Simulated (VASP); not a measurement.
Wanted: the native input for a VASP 6.6.1 run.

| Item | Value |
| --- | --- |
| Task | relaxation of cell and atoms |
| Functional | PBE |
| Potentials or basis | VASP PAW PBE potentials, release 64 (Sn_d) |
| Cutoff | 600 eV |
| k mesh | 7 × 7 × 9 |
| Occupations | fermi-dirac, width 0.1 eV |
| Spin | no spin polarisation |
| Dipole correction | no |
| Further INCAR settings | ALGO = Normal; EDIFF = 1e-07; IBRION = 2; EDIFFG = -0.005; NSW = 60; ISIF = 3 |

The structure of Sn lies in POSCAR:

```
Sn
1.0
    5.3883068740      0.0000000000      0.0000000000
   -2.6941534370      4.6664106362      0.0000000000
    0.0000000000      0.0000000000      3.3407502618
Sn
3
Direct
    0.0000000000      0.0000000000      0.0000000000
    0.3333333333      0.6666666667      0.5000000000
    0.6666666667      0.3333333333      0.5000000000
```

One way to write it, as run:

INCAR

```
SYSTEM = Sn
PREC = Accurate ; ENCUT = 600
EDIFF = 1E-7 ; ISMEAR = -1
SIGMA = 0.1 ; LREAL = .False.
LASPH = .True. ; NELM = 80
ALGO = Normal ; ISIF = 3
LWAVE = .False. ; LCHARG = .False.
GGA = PE ; IBRION = 2
NSW = 60 ; EDIFFG = -0.005
```

KPOINTS

```
Automatic mesh
0
Gamma
  7 7 9
  0 0 0
```

Potentials or basis: VASP PAW PBE potentials, release 64 (Sn_d).

Launch:

```bash
$ cat potpaw_PBE.64/Sn_d/POTCAR > POTCAR
$ mpirun -np 1 vasp_std > vasp.out
```

Results of the run:

The relaxed volume is 27.88 Å³/atom and the relaxed cell is a = 5.388 Å, b = 5.388 Å, c = 3.327 Å, α = 90.00°, β = 90.00°, γ = 120.00°. The space group after relaxing (to 0.05 Å) is P6/mmm (No. 191), the energy gained by relaxing is 0.1 meV/atom and the ionic steps are 4. The pressure after relaxing is 0.0 GPa and the band gap on the k mesh is zero (band 21 reaches 9.86 eV, above the bottom of band 22 at 5.47 eV).

Caveat: spin-orbit coupling is left out, which moves the levels of the heavy elements.

Wall time 8.4 min on 1 thread of AMD EPYC 7R13, with other jobs on the host, peak memory 0.26 GiB.
